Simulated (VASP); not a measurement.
# Ti (Im-3m) in VASP: further runs

The runs below take Ti through relaxation of cell and atoms, single point, with PBEsol.

Everything below comes from runs of VASP 6.6.1. Logs are shortened: lines on timing, memory, paths and dates and some standing lists are left out, and cuts for length are marked.

### 1 The cell of the first run

The structure is cubic, space group Im-3m (No. 229). Conventional cell: a = 3.280 Å, b = 3.280 Å, c = 3.280 Å, α = 90.00°, β = 90.00°, γ = 90.00°. Within 3.7 Å of Ti (site symmetry m-3m) lie 14 Ti at 2.84 to 3.28 Å.

### 2 Relaxation of cell and atoms, PBEsol

Contents of INCAR:

```
PREC     = Accurate       # precision mode
ENCUT    = 600            # plane-wave cutoff, eV
EDIFF    = 1E-6           # SCF threshold, eV
ISMEAR   = -1             # smearing method
SIGMA    = 0.1            # smearing width, eV
LREAL    = False          # projectors in reciprocal space
LASPH    = True           # aspherical terms in the spheres
NELM     = 100            # most SCF steps
ALGO     = Normal         # electronic algorithm
ISIF     = 3              # what is computed and relaxed
LWAVE    = False          # write WAVECAR
LCHARG   = False          # write CHGCAR
GGA      = PS             # functional
IBRION   = 2              # ionic algorithm
NSW      = 80             # ionic steps
EDIFFG   = -0.01          # ionic threshold
```

Contents of KPOINTS:

```
regular mesh
0
Gamma
  10 10 10
```

Contents of POSCAR:

```
Ti
1.0
    1.6400000000      1.6400000000      1.6400000000
   -1.6400000000      1.6400000000      1.6400000000
   -1.6400000000     -1.6400000000      1.6400000000
Ti
1
Direct
    0.0000000000      0.0000000000      0.0000000000
```

Potentials or basis: VASP PAW PBE potentials, release 64 (Ti_sv).

Command:

```console
> cat potpaw_PBE.64/Ti_sv/POTCAR > POTCAR
> mpirun -np 1 vasp_std > vasp.out
```

OUTCAR:

```text
PREC = Accurate
   ENCUT = 600
   EDIFF = 1E-6
   ISMEAR = -1
   LREAL = False
   LASPH = True
   NELM = 100
   ISIF = 3
   GGA = PS
   IBRION = 2
   NSW = 80
   EDIFFG = -0.01

 ion  position               nearest neighbor table
   1  0.000  0.000  0.000-

  LATTYP: Found a body centered cubic cell.
 ALAT       =     3.2800000000

  Lattice vectors:

 A1 = (   1.6400000000,  -1.6400000000,  -1.6400000000)
 A2 = (   1.6400000000,   1.6400000000,   1.6400000000)
 A3 = (  -1.6400000000,  -1.6400000000,   1.6400000000)

Analysis of symmetry for initial positions (statically):
=====================================================================
 Subroutine PRICEL returns:
 Original cell was already a primitive cell.

 Routine SETGRP: Setting up the symmetry group for a
 body centered cubic supercell.

 Subroutine GETGRP returns: Found 48 space group operations
 (whereof 48 operations were pure point group operations)
 out of a pool of 48 trial point group operations.

The static configuration has the point symmetry O_h .

Analysis of symmetry for dynamics (positions and initial velocities):
=====================================================================
 Subroutine PRICEL returns:
 Original cell was already a primitive cell.

 Routine SETGRP: Setting up the symmetry group for a
 body centered cubic supercell.

 Subroutine GETGRP returns: Found 48 space group operations
 (whereof 48 operations were pure point group operations)
 out of a pool of 48 trial point group operations.

The dynamic configuration has the point symmetry O_h .

 Subroutine INISYM returns: Found 48 space group operations
 (whereof 48 operations are pure point group operations),
 and found     1 'primitive' translations

----------------------------------------------------------------------------------------

                                     Primitive cell

  volume of cell :      17.6438

  direct lattice vectors                    reciprocal lattice vectors
     1.640000000  1.640000000  1.640000000     0.304878049  0.000000000  0.304878049
    -1.640000000  1.640000000  1.640000000    -0.304878049  0.304878049  0.000000000
    -1.640000000 -1.640000000  1.640000000     0.000000000 -0.304878049  0.304878049

  length of vectors
     2.840563324  2.840563324  2.840563324     0.431162671  0.431162671  0.431162671

  position of ions in fractional coordinates (direct lattice)
     0.000000000  0.000000000  0.000000000

  ion indices of the primitive-cell ions
[... 91 lines left out ...]
   IALGO  =     38    algorithm
   IMIX   =      4    mixing-type and parameters
     AMIX     =   0.40;   BMIX     =  1.00
     AMIX_MAG =   1.60;   BMIX_MAG =  1.00
  volume/ion in A,a.u.               =      17.64       119.07
  Fermi-wavevector in a.u.,A,eV,Ry     =   1.439698  2.720635 28.201208  2.072730
  Thomas-Fermi vector in A             =   2.558525
   LORBIT       =      0    0 simple, 1 ext, 2 COOP (PROOUT), +10 PAW based schemes
   GGA     = PS    functional components
   LHFCALC =     F    Hartree Fock is set to
   AEXX    =    0.0000 exact exchange contribution
   IVDW    =     0    specifies the selected vdW correction
   LEPSILON=     F    determine dielectric tensor
   LRPA    =     F    only Hartree local field effects (RPA)
 conjugate gradient relaxation of ions
 non-spin polarized calculation
  energy-cutoff  :      600.00
  volume of cell :       17.64
 maximum number of plane-waves:       603
   NGX = 11   NGY = 11   NGZ = 11

--------------------------------------- Ionic step        1  -------------------------------------------

 number of electron      12.0000000 magnetization

 Free energy of the ion-electron system (eV)
  ---------------------------------------------------
  ext. energy  EPLUGINS =         0.00000000
  ---------------------------------------------------
  free energy    TOTEN  =        -8.24935018 eV

  energy without entropy =       -8.17094757  energy(sigma->0) =       -8.21014887

------------------------ aborting loop because EDIFF is reached ----------------------------------------

  FORCE on cell =-STRESS in cart. coord.  units (eV):
  Direction    XX          YY          ZZ          XY          YZ          ZX
  --------------------------------------------------------------------------------------
  -------------------------------------------------------------------------------------
  Total       -0.6881102     -0.6881102     -0.6881102     -0.0000000     -0.0000000      0.0000000
  in kB      -62.4851812    -62.4851812    -62.4851812     -0.0000000     -0.0000000      0.0000000
  external PRESSURE =     -62.4851812 kB  Pullay stress =       0.0000000 kB
[... 57 lines left out ...]
--------------------------------------- Ionic step        3  -------------------------------------------

 number of electron      12.0000000 magnetization

 Free energy of the ion-electron system (eV)
  ---------------------------------------------------
  ext. energy  EPLUGINS =         0.00000000
  ---------------------------------------------------
  free energy    TOTEN  =        -8.27165049 eV

  energy without entropy =       -8.20000164  energy(sigma->0) =       -8.23582607

 E-fermi :   8.4563     XC(G=0): -11.8616

 val. band max:        8.4147131971   @ k =   0.4000   0.1000   0.1000
 cond. band min:       8.4658830943   @ k =   0.3000   0.0000   0.0000
 fundamental gap:      0.0511698972
 Fermi energy:         8.4562808305

 k-point     1 :       0.0000    0.0000    0.0000
  band No.  band energies     occupation
      1     -47.7453      2.00000
      2     -23.6352      2.00000
      3     -23.6352      2.00000
      4     -23.6352      2.00000
      5       2.4073      2.00000
      6       9.4849      0.00007
      7       9.4849      0.00007
      8       9.4849      0.00007
      9      11.3647      0.00000
     10      11.3647      0.00000
[... 287 lines left out ...]
 k-point    24 :       0.5000    0.3000    0.1000
  band No.  band energies     occupation
      1     -47.5601      2.00000
      2     -24.2807      2.00000
      3     -24.0416      2.00000
      4     -23.7588      2.00000
      5       6.9850      2.00000
      6       7.6716      1.99922
      7       8.6563      0.23833
      8      10.9543      0.00000
      9      11.9221      0.00000
     10      14.2648      0.00000

 [... further k-points ...]

------------------------ aborting loop because EDIFF is reached ----------------------------------------

  FORCE on cell =-STRESS in cart. coord.  units (eV):
  Direction    XX          YY          ZZ          XY          YZ          ZX
  --------------------------------------------------------------------------------------
  -------------------------------------------------------------------------------------
  Total        0.0027724      0.0027724      0.0027724     -0.0000000     -0.0000000     -0.0000000
  in kB        0.2682606      0.2682606      0.2682606     -0.0000000     -0.0000000     -0.0000000
  external PRESSURE =       0.2682606 kB  Pullay stress =       0.0000000 kB
[... 16 lines left out ...]
  FREE ENERGIE OF THE ION-ELECTRON SYSTEM (eV)
  ---------------------------------------------------
  free  energy   TOTEN  =        -8.2716504878 eV

  energy  without entropy=       -8.2000016436  energy(sigma->0) =       -8.23582607

 reached required accuracy - stopping structural energy minimisation
```

CONTCAR:

```text
Ti
   1.00000000000000
     1.6056388098395993    1.6056388098395993    1.6056388098395993
    -1.6056388098395993    1.6056388098395993    1.6056388098395993
    -1.6056388098395993   -1.6056388098395993    1.6056388098395993
  Ti
     1
Direct
     0.0000000000000000    0.0000000000000000    0.0000000000000000

  0.00000000E+00  0.00000000E+00  0.00000000E+00
```

It took 18 s on 1 thread of Intel Xeon Platinum 8488C (Sapphire Rapids), shared host; peak memory 0.15 GiB.

Results:

```yaml
Free_energy: -8.2717 eV
Relaxed_volume: 16.56 Å³/atom
Relaxed_cell: a = 2.781 Å, b = 2.781 Å, c = 2.781 Å, α = 70.53°, β = 109.47°, γ = 70.53°
Space_group_after_relaxing_to_0.05_Å: Im-3m (No. 229)
Energy_gained_by_relaxing: 22.3 meV/atom
Ionic_steps: 3
Pressure_after_relaxing: 0.0 GPa
Band_gap_on_the_k_mesh: zero (band 6 reaches 9.48 eV, above the bottom of band 7 at 7.76 eV)
```

Step by step:
| step | energy change (eV) | largest force (eV/Å) | pressure (GPa) | volume (Å³) |
| --- | --- | --- | --- | --- |
| 1 | 0.0000 | 0.0000 | -6.25 | 17.64 |
| 2 | -0.0141 | 0.0000 | 4.38 | 15.94 |
| 3 | -0.0223 | 0.0000 | 0.03 | 16.56 |

Final structure:
```yaml
crystal:
  lattice:
    - [1.60564, 1.60564, 1.60564]
    - [-1.60564, 1.60564, 1.60564]
    - [-1.60564, -1.60564, 1.60564]
  atoms:
    - { symbol: Ti, position: [0.00000, 0.00000, 0.00000] }
```

Caveat: the PAW data sets were made with another functional, which shifts forces and pressure a little.

### 3 Relaxation of cell and atoms, PBEsol, target pressure 5 GPa, at which the enthalpy is minimised

Changes to INCAR since step 2:

```diff
@@ -16 +16,2 @@
 EDIFFG   = -0.01          # ionic threshold
+PSTRESS  = 50.0
```

Contents of KPOINTS:

```
Automatic mesh
0
Gamma
  10 10 10
```

POSCAR is that of step 2.

Potentials or basis: VASP PAW PBE potentials, release 64 (Ti_sv).

Command:

```console
> cat potpaw_PBE.64/Ti_sv/POTCAR > POTCAR
> mpirun -np 1 vasp_std > vasp.out
```

Wall time 21 s (1 thread of Intel Xeon Platinum 8488C (Sapphire Rapids), shared host); peak memory 0.15 GiB.

It converged, with:

```yaml
Free_energy: -8.2615 eV
Relaxed_volume: 15.88 Å³/atom
Relaxed_cell: a = 2.743 Å, b = 2.743 Å, c = 2.743 Å, α = 70.53°, β = 109.47°, γ = 70.53°
Space_group_after_relaxing_to_0.05_Å: Im-3m (No. 229)
Energy_change_on_relaxing_the_enthalpy_is_what_falls: -12.2 meV/atom
Ionic_steps: 3
Pressure_after_relaxing: 4.9 GPa
Band_gap_on_the_k_mesh: zero (band 6 reaches 9.98 eV, above the bottom of band 7 at 8.18 eV)
```

Step by step:
```csv
step,energy change (eV),largest force (eV/Å),pressure (GPa),volume (Å³)
1,0.0000,0.0000,-6.25,17.64
2,0.0651,0.0000,16.06,14.67
3,-0.0122,0.0000,4.94,15.88
```

Final structure:
```xyz
1
Lattice="1.5834 1.5834 1.5834 -1.5834 1.5834 1.5834 -1.5834 -1.5834 1.5834" Properties=species:S:1:pos:R:3 pbc="T T T"
Ti    0.0000    0.0000    0.0000
```

Levels at points of the mesh, in eV from the Fermi level:
| k point | band 3 | band 4 | band 5 | band 6 | band 7 | band 8 | band 9 | band 10 |
| --- | --- | --- | --- | --- | --- | --- | --- | --- |
| (0.00, 0.00, 0.00) | -31.95 | -31.95 | -6.13 | 1.06 | 1.06 | 1.06 | 3.04 | 3.04 |
| (0.50, 0.00, 0.00) | -32.23 | -31.96 | -2.69 | -0.50 | 1.46 | 3.05 | 3.44 | 4.80 |
| (0.50, 0.50, 0.50) | -32.57 | -32.57 | -2.42 | -2.42 | 4.40 | 4.40 | 4.40 | 9.12 |

Caveat: the cell is relaxed towards a set pressure, so the enthalpy falls and the energy may rise; the PAW data sets were made with another functional, which shifts forces and pressure a little.

### 4 Relaxation of cell and atoms, PBEsol, target pressure 10 GPa, at which the enthalpy is minimised

Contents of INCAR:

```
SYSTEM = Ti
PREC = Accurate
ENCUT = 600
EDIFF = 1E-7
ISMEAR = -1
SIGMA = 0.1
LREAL = .FALSE.
LASPH = .TRUE.
NELM = 80
ALGO = Normal
ISIF = 3
LWAVE = .FALSE.
LCHARG = .FALSE.
GGA = PS
IBRION = 2
NSW = 80
EDIFFG = -0.01
PSTRESS = 100.0
```

Contents of KPOINTS:

```
Automatic mesh
0
G
  10 10 10
  0 0 0
```

POSCAR is that of step 3.

Command:

```console
> cat potpaw_PBE.64/Ti_sv/POTCAR > POTCAR
> mpirun -np 1 vasp_std > vasp.out
```

Run time: 27 s. Hardware: 1 thread of Intel Xeon Platinum 8488C (Sapphire Rapids), shared host; peak memory 0.15 GiB.

Results (log left out):

```yaml
Free_energy: -8.2335 eV
Relaxed_volume: 15.27 Å³/atom
Relaxed_cell: a = 2.707 Å, b = 2.707 Å, c = 2.707 Å, α = 70.53°, β = 109.47°, γ = 70.53°
Space_group_after_relaxing_to_0.05_Å: Im-3m (No. 229)
Energy_change_on_relaxing_the_enthalpy_is_what_falls: +15.8 meV/atom
Ionic_steps: 4
Pressure_after_relaxing: 10.0 GPa
Band_gap_on_the_k_mesh: zero (band 6 reaches 10.45 eV, above the bottom of band 7 at 8.59 eV)
```

The path:
| step | energy change (eV) | largest force (eV/Å) | pressure (GPa) | volume (Å³) |
| --- | --- | --- | --- | --- |
| 1 | 0.0000 | 0.0000 | -6.27 | 17.64 |
| 2 | 0.2410 | 0.0000 | 31.22 | 13.45 |
| 3 | 0.0131 | 0.0000 | 9.65 | 15.32 |
| 4 | 0.0158 | 0.0000 | 10.05 | 15.27 |

Final structure:
```
Ti
1.0
     1.56304    1.56304    1.56304
    -1.56304    1.56304    1.56304
    -1.56304   -1.56304    1.56304
Ti
1
Direct
  0.00000 0.00000 0.00000
```

Levels at points of the mesh, in eV from the Fermi level:
| k point | band 2 | band 3 | band 4 | band 5 | band 6 | band 7 | band 8 | band 9 | band 10 |
| --- | --- | --- | --- | --- | --- | --- | --- | --- | --- |
| (0.00, 0.00, 0.00) | -31.82 | -31.82 | -31.82 | -6.20 | 1.09 | 1.09 | 1.09 | 3.16 | 3.16 |
| (0.50, 0.00, 0.00) | -32.85 | -32.14 | -31.83 | -2.80 | -0.56 | 1.61 | 3.18 | 3.59 | 5.03 |
| (0.50, 0.50, 0.50) | -32.51 | -32.51 | -32.51 | -2.58 | -2.58 | 4.60 | 4.60 | 4.60 | 9.48 |

Caveat: the cell is relaxed towards a set pressure, so the enthalpy falls and the energy may rise; the PAW data sets were made with another functional, which shifts forces and pressure a little.

### 5 Relaxation of cell and atoms, PBEsol, target pressure 20 GPa, at which the enthalpy is minimised

Contents of INCAR:

```
SYSTEM = Ti
ALGO = Normal
EDIFF = 1E-6
EDIFFG = -0.01
ENCUT = 600
GGA = PS
IBRION = 2
ISIF = 3
ISMEAR = -1
LASPH = .TRUE.
LCHARG = .FALSE.
LREAL = .FALSE.
LWAVE = .FALSE.
NELM = 100
NSW = 80
PREC = Accurate
PSTRESS = 200.0
SIGMA = 0.1
```

Contents of KPOINTS:

```
k-points
0
G
  10 10 10
  0 0 0
```

POSCAR is that of step 4.

Command:

```console
> cat potpaw_PBE.64/Ti_sv/POTCAR > POTCAR
> mpirun -np 1 vasp_std > vasp.out
```

Run time: 59 s. Hardware: 1 thread of Intel Xeon Platinum 8488C (Sapphire Rapids), shared host; peak memory 0.15 GiB.

Results (log left out):

| Quantity | Value |
| --- | --- |
| Free energy | -8.1446 eV |
| Relaxed volume | 14.31 Å³/atom |
| Relaxed cell | a = 2.649 Å, b = 2.649 Å, c = 2.649 Å, α = 70.53°, β = 109.47°, γ = 70.53° |
| Space group after relaxing (to 0.05 Å) | Im-3m (No. 229) |
| Energy change on relaxing (the enthalpy is what falls) | +104.8 meV/atom |
| Ionic steps | 7 |
| Pressure after relaxing | 20.0 GPa |
| Band gap on the k mesh | zero (band 6 reaches 11.26 eV, above the bottom of band 7 at 9.39 eV) |

The path:
| step | energy change (eV) | largest force (eV/Å) | pressure (GPa) | volume (Å³) |
| --- | --- | --- | --- | --- |
| 1 | 0.0000 | 0.0000 | -6.25 | 17.64 |
| 2 | 0.9516 | 0.0000 | 76.83 | 11.24 |
| 3 | 0.0871 | 0.0000 | 18.32 | 14.46 |
| 4 | 0.1022 | 0.0000 | 19.75 | 14.33 |
| 5 | 0.1099 | 0.0000 | 20.48 | 14.27 |
| 6 | 0.1001 | 0.0000 | 19.55 | 14.35 |
| 7 | 0.1048 | 0.0000 | 19.95 | 14.31 |

Final structure:
```
CELL_PARAMETERS angstrom
1.52953 1.52953 1.52953
-1.52953 1.52953 1.52953
-1.52953 -1.52953 1.52953
ATOMIC_POSITIONS crystal
Ti 0.00000 0.00000 0.00000
```

Levels at points of the mesh, in eV from the Fermi level:
| k point | band 2 | band 3 | band 4 | band 5 | band 6 | band 7 | band 8 | band 9 | band 10 |
| --- | --- | --- | --- | --- | --- | --- | --- | --- | --- |
| (0.00, 0.00, 0.00) | -31.60 | -31.60 | -31.60 | -6.31 | 1.13 | 1.13 | 1.13 | 3.37 | 3.37 |
| (0.50, 0.00, 0.00) | -32.85 | -31.98 | -31.62 | -3.00 | -0.67 | 1.90 | 3.41 | 3.85 | 5.43 |
| (0.50, 0.50, 0.50) | -32.43 | -32.43 | -32.43 | -2.87 | -2.87 | 4.96 | 4.96 | 4.96 | 10.11 |

Caveat: the cell is relaxed towards a set pressure, so the enthalpy falls and the energy may rise; the volume moved by over 15 % at a fixed basis, so the end points are rough; the PAW data sets were made with another functional, which shifts forces and pressure a little.

### 6 Single point, PBEsol

This run uses another cell than the first one, of 14.36 Å³/atom, 0.814 times its volume.

Contents of INCAR:

```
PREC     = Accurate       # precision mode
ENCUT    = 520            # plane-wave cutoff, eV
EDIFF    = 1E-6           # SCF threshold, eV
ISMEAR   = -1             # smearing method
SIGMA    = 0.1            # smearing width, eV
LREAL    = F              # projectors in reciprocal space
LASPH    = T              # aspherical terms in the spheres
NELM     = 60             # most SCF steps
ALGO     = Normal         # electronic algorithm
ISIF     = 2              # what is computed and relaxed
LWAVE    = F              # write WAVECAR
LCHARG   = F              # write CHGCAR
GGA      = PS             # functional
NBANDS   = 12             # bands
```

Contents of KPOINTS:

```
regular mesh
0
Gamma
  10 10 10
```

Contents of POSCAR:

```
Ti
1.0
    1.5312844939      1.5312844939      1.5312844939
   -1.5312844939      1.5312844939      1.5312844939
   -1.5312844939     -1.5312844939      1.5312844939
Ti
1
Direct
    0.0000000000      0.0000000000      0.0000000000
```

Potentials or basis: VASP PAW PBE potentials, release 64 (Ti_sv).

Command:

```console
> cat potpaw_PBE.64/Ti_sv/POTCAR > POTCAR
> mpirun -np 1 vasp_std > vasp.out
```

It took 5.8 s on 1 thread of Intel Xeon 6455B, shared host; peak memory 0.13 GiB.

Results (log left out):

```
Free energy            : -8.1489 eV
Pressure               : 19.5 GPa
Band gap on the k mesh : zero (band 6 reaches 11.22 eV, above the bottom of band 7 at 9.34 eV)
```

Levels at points of the mesh, in eV from the Fermi level:
```
           k point  band 4  band 5  band 6  band 7  band 8  band 9
(0.00, 0.00, 0.00)  -31.61   -6.31    1.13    1.13    1.13    3.36
(0.50, 0.00, 0.00)  -31.63   -2.99   -0.66    1.89    3.40    3.84
(0.50, 0.50, 0.50)  -32.44   -2.85   -2.85    4.94    4.94    4.94
```

Caveat: the PAW data sets were made with another functional, which shifts forces and pressure a little.

### 7 Overview

| task | cell | cutoff (eV) | gap on the mesh (eV) | pressure (GPa) |
| --- | --- | --- | --- | --- |
| relaxation of cell and atoms | relaxed from a = 2.841 Å, angles 70.5, 109.5, 70.5°, 1 atom | 600 | none | 0.0 |
| relaxation of cell and atoms | relaxed to 5 GPa from a = 2.841 Å, angles 70.5, 109.5, 70.5°, 1 atom | 600 | none | 4.9 |
| relaxation of cell and atoms | relaxed to 10 GPa from a = 2.841 Å, angles 70.5, 109.5, 70.5°, 1 atom | 600 | none | 10.0 |
| relaxation of cell and atoms | relaxed to 20 GPa from a = 2.841 Å, angles 70.5, 109.5, 70.5°, 1 atom | 600 | none | 20.0 |
| single point | a = 2.652 Å, angles 70.5, 109.5, 70.5°, 1 atom | 520 | none | 19.5 |

Alike in all rows: level PBEsol; potentials or basis VASP PAW PBE potentials, release 64 (Ti_sv); no spin polarisation; k mesh 10 × 10 × 10; smearing fermi-dirac 0.1 eV.

Caveats: the PAW data sets were made with another functional, which shifts forces and pressure a little; the cell is relaxed towards a set pressure, so the enthalpy falls and the energy may rise (some runs); the volume moved by over 15 % at a fixed basis, so the end points are rough (some runs).

Total energies depend on the potentials used, so only differences within one code and one set of settings carry meaning.
